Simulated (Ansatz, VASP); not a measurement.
# One calculation of Zr, two programs

```
Zr
1.0
     3.23200    0.00000    0.00000
    -1.61600    2.79899    0.00000
     0.00000    0.00000    5.14700
Zr
2
Direct
  0.66667 0.33333 0.75000
  0.33333 0.66667 0.25000
```

Alike in both runs: functional LDA; k mesh 7 × 7 × 4; occupations fermi-dirac, width 0.05 eV; non-collinear spin, spin-orbit coupling.

|  | VASP | Ansatz |
| --- | --- | --- |
| version | VASP 6.6.1 | Ansatz 0.2.0 |
| potentials or method | VASP PAW LDA potentials, release 64 (Zr_sv) | Ansatz PAW |
| plane-wave cutoff (eV) | 520 | 420 |
| valence electrons in the cell | 24 | 24 |
| task | single point | band structure |

Ansatz gave:

* pressure (GPa): -6.0
* traceless stress, the component that is largest in VASP (GPa): -0.11
* net moment per atom (μB): 0.00

Task: Which values does VASP return?

Result: Pressure (GPa): -6.0; traceless stress, the component that is largest in VASP (GPa): -0.09; net moment per atom (μB): 0.00.

LDA's correlation is that of Perdew and Zunger in VASP and of Perdew and Wang (1992) in Ansatz.
